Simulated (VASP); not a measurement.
# Hg (P6_3/mmc) in VASP: notebook, part 2 of 2

VASP 6.6.1. The steps go on from the part before.

## Step 3: Single point, PBEsol+D3(BJ) (22.65 Å³/atom)

Input file INCAR:

```
  PREC = Accurate
  ENCUT = 520
  EDIFF = 1E-6
  ISMEAR = 0
  SIGMA = 0.15
  LREAL = False
  LASPH = True
  NELM = 100
  ALGO = Fast
  ISIF = 2
  LWAVE = False
  LCHARG = True
  GGA = PS
  IVDW = 12
  LELF = True
  LVHAR = True
  NBANDS = 19
```

Input file KPOINTS:

```
regular mesh
0
Gamma
  18 18 10
```

Input file POSCAR:

```
Hg
1.0
    3.2385825265      0.0000000000      0.0000000000
   -1.6192912632      2.8046947402      0.0000000000
    0.0000000000      0.0000000000      4.9867693742
Hg
2
Direct
    0.6666666667      0.3333333333      0.7500000000
    0.3333333333      0.6666666667      0.2500000000
```

Potentials or basis: VASP PAW PBE potentials, release 64 (Hg).

Launch:

```console
> cat potpaw_PBE.64/Hg/POTCAR > POTCAR
> mpirun -np 1 vasp_std > vasp.out
```

OUTCAR:

```text
PREC = Accurate
   ENCUT = 520
   EDIFF = 1E-6
   ISMEAR = 0
   LREAL = False
   LASPH = True
   NELM = 100
   ISIF = 2
   GGA = PS
   IVDW = 12
 IVDW          = 12

 ion  position               nearest neighbor table
   1  0.667  0.333  0.750-   2 3.12   2 3.12   2 3.12   2 3.12   2 3.12   2 3.12
   2  0.333  0.667  0.250-   1 3.12   1 3.12   1 3.12   1 3.12   1 3.12   1 3.12

  LATTYP: Found a hexagonal cell.
 ALAT       =     3.2385825265
 C/A-ratio  =     1.5398000000

  Lattice vectors:

 A1 = (   3.2385825265,   0.0000000000,   0.0000000000)
 A2 = (  -1.6192912632,   2.8046947402,   0.0000000000)
 A3 = (   0.0000000000,   0.0000000000,   4.9867693742)

Analysis of symmetry for initial positions (statically):
=====================================================================
 Subroutine PRICEL returns:
 Original cell was already a primitive cell.

 Routine SETGRP: Setting up the symmetry group for a
 hexagonal supercell.

 Subroutine GETGRP returns: Found 24 space group operations
 (whereof 12 operations were pure point group operations)
 out of a pool of 24 trial point group operations.

The static configuration has the point symmetry D_3d.
 The point group associated with its full space group is D_6h.

Analysis of symmetry for dynamics (positions and initial velocities):
=====================================================================
 Subroutine PRICEL returns:
 Original cell was already a primitive cell.

 Routine SETGRP: Setting up the symmetry group for a
 hexagonal supercell.

 Subroutine GETGRP returns: Found 24 space group operations
 (whereof 12 operations were pure point group operations)
 out of a pool of 24 trial point group operations.

The dynamic configuration has the point symmetry D_3d.
 The point group associated with its full space group is D_6h.

 Subroutine INISYM returns: Found 24 space group operations
 (whereof 12 operations are pure point group operations),
 and found     1 'primitive' translations

----------------------------------------------------------------------------------------

                                     Primitive cell

  volume of cell :      45.2960

  direct lattice vectors                    reciprocal lattice vectors
     3.238582527  0.000000000  0.000000000     0.308777063  0.178272520  0.000000000
    -1.619291263  2.804694740  0.000000000     0.000000000  0.356545041  0.000000000
     0.000000000  0.000000000  4.986769374     0.000000000  0.000000000  0.200530629

  length of vectors
     3.238582527  3.238582526  4.986769374     0.356545041  0.356545041  0.200530629

  position of ions in fractional coordinates (direct lattice)
     0.666666667  0.333333333  0.750000000
     0.333333333  0.666666667  0.250000000

  ion indices of the primitive-cell ions
   primitive index   ion index
                 1           1
                 2           2

----------------------------------------------------------------------------------------

 KPOINTS: regular mesh

Automatic generation of k-mesh.
 Grid dimensions read from file:
 generate k-points for:   18   18   10

 Generating k-lattice:

  Cartesian coordinates                     Fractional coordinates (reciprocal lattice)
     0.017154281  0.009904029  0.000000000     0.055555556  0.000000000  0.000000000
     0.000000000  0.019808058  0.000000000     0.000000000  0.055555556  0.000000000
     0.000000000  0.000000000  0.020053063     0.000000000  0.000000000  0.100000000

  Length of vectors
     0.019808058  0.019808058  0.020053063

  Shift w.r.t. Gamma in fractional coordinates (k-lattice)
     0.000000000  0.000000000  0.000000000

 Subroutine IBZKPT returns following result:
 ===========================================

 Found    222 irreducible k-points:

 Following reciprocal coordinates:
            Coordinates               Weight
  0.000000  0.000000  0.000000      1.000000
  0.055556  0.000000  0.000000      6.000000
  0.111111  0.000000  0.000000      6.000000
  0.166667  0.000000  0.000000      6.000000
  0.222222  0.000000  0.000000      6.000000
  0.277778  0.000000  0.000000      6.000000
[... 16 lines left out ...]
  0.333333  0.111111  0.000000     12.000000
  0.388889  0.111111  0.000000     12.000000
 [... further k-points ...]
   k-points           NKPTS =    222   k-points in BZ     NKDIM =    222   number of bands    NBANDS=     19
   number of dos      NEDOS =    301   number of ions     NIONS =      2
   total plane-waves  NPLWV =  23040
   dimension x,y,z NGX =    24 NGY =   24 NGZ =   40
   dimension x,y,z NGXF=    48 NGYF=   48 NGZF=   80
   ions per type =               2
   NGX,Y,Z   is equivalent  to a cutoff of  12.32, 12.32, 13.33 a.u.
   NGXF,Y,Z  is equivalent  to a cutoff of  24.64, 24.64, 26.67 a.u.
 SYSTEM =  unknown system
   PREC   = accura    normal or accurate (medium, high low for compatibility)
   ISTART =      0    job   : 0-new  1-cont  2-samecut
   ICHARG =      2    charge: 1-file 2-atom 10-const
   ISPIN  =      1    spin polarized calculation?
   LNONCOLLINEAR =      F non collinear calculations
   LSORBIT =      F    spin-orbit coupling
   LASPH  =      T    aspherical Exc in radial PAW
   ENCUT  =  520.0 eV  38.22 Ry    6.18 a.u.   6.02  6.02  9.27*2*pi/ulx,y,z
   NELM   =    100;   NELMIN=  2; NELMDL= -5     # of ELM steps
   EDIFF  = 0.1E-05   stopping-criterion for ELM
   LREAL  =      F    real-space projection
   EDIFFG = 0.1E-04   stopping-criterion for IOM
   NSW    =      0    number of steps for IOM
   IBRION =     -1    ionic relax: 0-MD 1-quasi-New 2-CG
   NFREE  =      0    steps in history (QN), initial steepest desc. (CG)
   ISIF   =      2    stress and relaxation
   ISYM   =      2    0-nonsym 1-usesym 2-fastsym
   POTIM  = 0.5000    time-step for ionic-motion
   TEBEG  =    0.0;   TEEND  =   0.0 temperature during run
   PSTRESS=    0.0 pullay stress
   NELECT =      24.0000    total number of electrons
   NUPDOWN=      -1.0000    fix difference up-down
   EMIN   =  10.00;   EMAX   =-10.00  energy-range for DOS
   EFERMI =   0.00;   METHOD = LEGACY
   ISMEAR =     0;   SIGMA  =   0.15  broadening in eV -4-tet -1-fermi 0-gaus
   EFERMI_NEDOS =   21; number of points for ismear=-14 and -15
   IALGO  =     68    algorithm
   IMIX   =      4    mixing-type and parameters
     AMIX     =   0.40;   BMIX     =  1.00
     AMIX_MAG =   1.60;   BMIX_MAG =  1.00
  volume/ion in A,a.u.               =      22.65       152.84
  Fermi-wavevector in a.u.,A,eV,Ry     =   1.324724  2.503365 23.876766  1.754893
  Thomas-Fermi vector in A             =   2.454237
   LORBIT       =      0    0 simple, 1 ext, 2 COOP (PROOUT), +10 PAW based schemes
   GGA     = PS    functional components
   LHFCALC =     F    Hartree Fock is set to
   AEXX    =    0.0000 exact exchange contribution
   IVDW    =    12    specifies the selected vdW correction
   LEPSILON=     F    determine dielectric tensor
   LRPA    =     F    only Hartree local field effects (RPA)
 non-spin polarized calculation
 RMM-DIIS sequential band-by-band and
 Gauss-broadening in eV      SIGMA  =   0.15
  energy-cutoff  :      520.00
  volume of cell :       45.30
 maximum number of plane-waves:      1248
   NGX = 13   NGY = 13   NGZ = 19

 number of electron      23.9999995 magnetization

 Free energy of the ion-electron system (eV)
  ---------------------------------------------------
  ext. energy  EPLUGINS =         0.00000000
  ---------------------------------------------------
  free energy    TOTEN  =        -1.07425503 eV

  energy without entropy =       -1.06638538  energy(sigma->0) =       -1.07032021

 E-fermi :   2.7772     XC(G=0): -11.2776

 val. band max:        2.7742034645   @ k =   0.1667   0.1667   0.0000
 cond. band min:       2.7855257053   @ k =   0.4444   0.0556   0.3000
 fundamental gap:      0.0113222408
 Fermi energy:         2.7771611222

 k-point     1 :       0.0000    0.0000    0.0000
  band No.  band energies     occupation
      1      -6.5655      2.00000
      2      -5.2749      2.00000
      3      -4.1437      2.00000
      4      -4.1437      2.00000
      5      -4.0550      2.00000
      6      -3.9607      2.00000
[... 11 lines left out ...]
     18      17.6114      0.00000
     19      17.6115      0.00000
[... 485 lines left out ...]
 k-point    24 :       0.3889    0.1111    0.0000
  band No.  band energies     occupation
      1      -5.0439      2.00000
      2      -4.9069      2.00000
      3      -4.9031      2.00000
      4      -4.3444      2.00000
      5      -3.8530      2.00000
      6      -3.7428      2.00000
[... 11 lines left out ...]
     18      14.1036      0.00000
     19      14.8041      0.00000

 [... further k-points ...]

------------------------ aborting loop because EDIFF is reached ----------------------------------------

 Edisp (eV)   -0.88247

 E8    (eV) :    -0.5987

  FORCE on cell =-STRESS in cart. coord.  units (eV):
  Direction    XX          YY          ZZ          XY          YZ          ZX
  --------------------------------------------------------------------------------------
  -------------------------------------------------------------------------------------
  Total      -0.31629    -0.31629    -0.27441    -0.00000     0.00000     0.00000
  in kB     -11.18753   -11.18753    -9.70620    -0.00000     0.00000     0.00000
  external pressure =      -10.69 kB  Pullay stress =        0.00 kB

 VOLUME and BASIS-vectors are now :
 -----------------------------------------------------------------------------
  energy-cutoff  :      520.00
  volume of cell :       45.30
      direct lattice vectors                 reciprocal lattice vectors
     3.238582527  0.000000000  0.000000000     0.308777063  0.178272520  0.000000000
    -1.619291263  2.804694740  0.000000000     0.000000000  0.356545041  0.000000000
     0.000000000  0.000000000  4.986769374     0.000000000  0.000000000  0.200530629

 POSITION                                       TOTAL-FORCE (eV/Angst)
 -----------------------------------------------------------------------------------
      1.61929      0.93490      3.74008         0.000000      0.000000      0.000000
     -0.00000      1.86980      1.24669        -0.000000     -0.000000      0.000000
 -----------------------------------------------------------------------------------
    total drift:                               -0.000000      0.000000     -0.000000

  FREE ENERGIE OF THE ION-ELECTRON SYSTEM (eV)
  ---------------------------------------------------
  free  energy   TOTEN  =        -1.9567266589 eV

  energy  without entropy=       -1.9488570083  energy(sigma->0) =       -1.95279183
```

Run time: 2.1 min. Hardware: 1 thread of Intel Xeon 8259CL, shared host; peak memory 0.29 GiB.

What came out:

- Free energy: -1.9567 eV
- Pressure: -1.1 GPa
- Band gap on the k mesh: zero (bands 12 and 13 overlap by 1.13 eV)
- Dispersion energy per atom: -0.441 eV

Levels at points of the mesh, in eV from the Fermi level:
```tsv
k point	band 8	band 9	band 10	band 11	band 12	band 13	band 14	band 15	band 16	band 17
(0.00, 0.00, 0.00)	-6.70	-6.70	-5.79	-5.79	-1.42	-0.74	12.17	12.17	12.78	14.52
(0.50, 0.00, 0.00)	-5.84	-5.70	-5.60	-2.60	-2.52	3.33	3.52	4.31	6.55	7.62
(0.00, 0.00, 0.50)	-6.61	-6.03	-6.03	-6.03	-6.03	8.02	8.02	13.02	13.02	13.34
(0.50, 0.00, 0.50)	-5.80	-5.75	-5.75	-1.46	-1.46	-0.25	-0.25	9.13	9.13	10.85
```

Caveat: the PAW data sets were made with another functional, which shifts forces and pressure a little; spin-orbit coupling is left out, which moves the levels of the heavy elements.

## Step 4: Single point, PBEsol+D3(BJ) (22.65 Å³/atom)

Input file INCAR:

```
SYSTEM = Hg
PREC = Accurate
ENCUT = 520
EDIFF = 1E-6
ISMEAR = 0
SIGMA = 0.15
LREAL = .False.
LASPH = .True.
NELM = 100
ALGO = Fast
ISIF = 2
LWAVE = .False.
LCHARG = .True.
GGA = PS
IVDW = 12
LELF = .True.
LVHAR = .True.
NBANDS = 19
```

Input file KPOINTS:

```
Automatic mesh
0
Gamma
  18 18 10
  0 0 0
```

Input file POSCAR:

```
Hg
1.0
    3.1955679486      0.0000000000      0.0000000000
   -1.5977839743      2.7674430230      0.0000000000
    0.0000000000      0.0000000000      5.1219237309
Hg
2
Direct
    0.6666666667      0.3333333333      0.7500000000
    0.3333333333      0.6666666667      0.2500000000
```

Launch:

```console
> cat potpaw_PBE.64/Hg/POTCAR > POTCAR
> mpirun -np 1 vasp_std > vasp.out
```

Run time: 2.1 min. Hardware: 1 thread of Intel Xeon 8259CL, shared host; peak memory 0.28 GiB.

It converged, with:

```yaml
Free_energy: -1.9561 eV
Pressure: -1.2 GPa
Band_gap_on_the_k_mesh: zero (bands 12 and 13 overlap by 1.50 eV)
Dispersion_energy_per_atom: -0.441 eV
```

Stress tensor (GPa, compression positive):
```
-1.03  0.00  0.00
 0.00 -1.03  0.00
 0.00  0.00 -1.44
```

Levels at points of the mesh, in eV from the Fermi level:
| k point | band 8 | band 9 | band 10 | band 11 | band 12 | band 13 | band 14 | band 15 | band 16 | band 17 |
| --- | --- | --- | --- | --- | --- | --- | --- | --- | --- | --- |
| (0.00, 0.00, 0.00) | -6.57 | -6.57 | -5.78 | -5.78 | -1.62 | -1.19 | 12.77 | 12.77 | 13.09 | 14.77 |
| (0.50, 0.00, 0.00) | -5.74 | -5.64 | -5.63 | -2.37 | -2.34 | 3.07 | 3.20 | 4.20 | 6.98 | 7.47 |
| (0.00, 0.00, 0.50) | -6.63 | -6.03 | -6.03 | -6.03 | -6.03 | 7.24 | 7.24 | 13.34 | 13.34 | 13.85 |
| (0.50, 0.00, 0.50) | -5.78 | -5.67 | -5.67 | -1.34 | -1.34 | -0.23 | -0.23 | 9.38 | 9.38 | 10.35 |

Caveat: the PAW data sets were made with another functional, which shifts forces and pressure a little; spin-orbit coupling is left out, which moves the levels of the heavy elements.

## Step 5: The runs side by side

```tsv
cell	further INCAR settings	gap on the mesh (eV)	pressure (GPa)
a = 3.111, b = 3.111, c = 5.403 Å, angles 90.0, 90.0, 120.0°, 2 atoms	ALGO = Fast; EDIFF = 1e-07; NBANDS = 19	none	-1.4
a = 3.239, b = 3.239, c = 4.987 Å, angles 90.0, 90.0, 120.0°, 2 atoms	ALGO = Fast; EDIFF = 1e-06; NBANDS = 19	none	-1.1
a = 3.196, b = 3.196, c = 5.122 Å, angles 90.0, 90.0, 120.0°, 2 atoms	ALGO = Fast; EDIFF = 1e-06; NBANDS = 19	none	-1.2
```

Alike in all rows: task single point; level PBEsol+D3(BJ); potentials or basis VASP PAW PBE potentials, release 64 (Hg); no spin polarisation; k mesh 18 × 18 × 10; cutoff (eV) 520; smearing gaussian 0.15 eV.

Caveats: the PAW data sets were made with another functional, which shifts forces and pressure a little; spin-orbit coupling is left out, which moves the levels of the heavy elements.

Absolute energies hang on the potentials; compare differences alone.
